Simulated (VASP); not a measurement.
Input of a VASP 6.6.1 run:

The input INCAR:

```
SYSTEM = Pt
GGA      = PS             ! functional
ISMEAR   = 1              ! smearing method
SIGMA    = 0.1            ! smearing width, eV
LWAVE    = .FALSE.        ! write WAVECAR
LCHARG   = .FALSE.        ! write CHGCAR
ISIF     = 2              ! what is computed and relaxed
ISYM     = 0            
PREC     = Accurate       ! precision mode
LASPH    = .TRUE.         ! aspherical terms in the spheres
LREAL    = .FALSE.        ! projectors in reciprocal space
ALGO     = Normal         ! electronic algorithm
EDIFF    = 1E-7           ! SCF threshold, eV
NELM     = 120            ! most SCF steps
GGA_COMPAT= .FALSE.      
ENCUT    = 370            ! plane-wave cutoff, eV
NSIM     = 4
```

File KPOINTS:

```
k-points
0
Gamma
  3 3 3
```

File POSCAR:

```
Pt
1.0
    0.0000000000      5.8827000000      5.8827000000
    5.8827000000      0.0000000000      5.8827000000
    5.8827000000      5.8827000000      0.0000000000
Pt
27
Direct
    0.0013060000      0.0022680000      0.0034950000
    0.0031030000      0.0034600000      0.3317480000
    0.0058600000      0.0003580000      0.6630760000
   -0.0000750000      0.3351100000     -0.0047880000
   -0.0013490000      0.3381380000      0.3352560000
   -0.0017020000      0.3320810000      0.6696250000
    0.0043700000      0.6654510000     -0.0060480000
    0.0048280000      0.6673430000      0.3316990000
   -0.0019900000      0.6693520000      0.6645030000
    0.3362750000     -0.0020550000      0.0010320000
    0.3274000000      0.0029800000      0.3329650000
    0.3334250000     -0.0022910000      0.6678900000
    0.3266180000      0.3413680000     -0.0036680000
    0.3304980000      0.3259150000      0.3318190000
    0.3314270000      0.3392500000      0.6647880000
    0.3375200000      0.6750770000     -0.0078990000
    0.3274730000      0.6626670000      0.3401630000
    0.3306430000      0.6613050000      0.6713020000
    0.6727640000     -0.0042040000     -0.0036690000
    0.6665870000     -0.0065850000      0.3335490000
    0.6710840000     -0.0067580000      0.6705590000
    0.6707880000      0.3361130000      0.0007260000
    0.6678670000      0.3321950000      0.3321460000
    0.6630690000      0.3364370000      0.6686020000
    0.6785800000      0.6649480000     -0.0095910000
    0.6596220000      0.6667920000      0.3401540000
    0.6661810000      0.6592720000      0.6666050000
```

Potentials or basis: VASP PAW PBE potentials, release 64 (Pt).

Launch:

```sh
$ cat potpaw_PBE.64/Pt/POTCAR > POTCAR
$ mpirun -np 8 vasp_std > vasp.out
```

(1) Predict the pressure.

(2) What does it give for the band gap on the k mesh?

(3) What does it give for the largest force?

Results:

(1) -1.2 GPa.

(2) zero (bands 135 and 136 overlap by 0.77 eV).

(3) 1.285 eV/Å.

Caveat: the cell differs from its parent crystal (atoms moved at random); the PAW data sets were made with another functional, which shifts forces and pressure a little; spin-orbit coupling is left out, which moves the levels of the heavy elements.
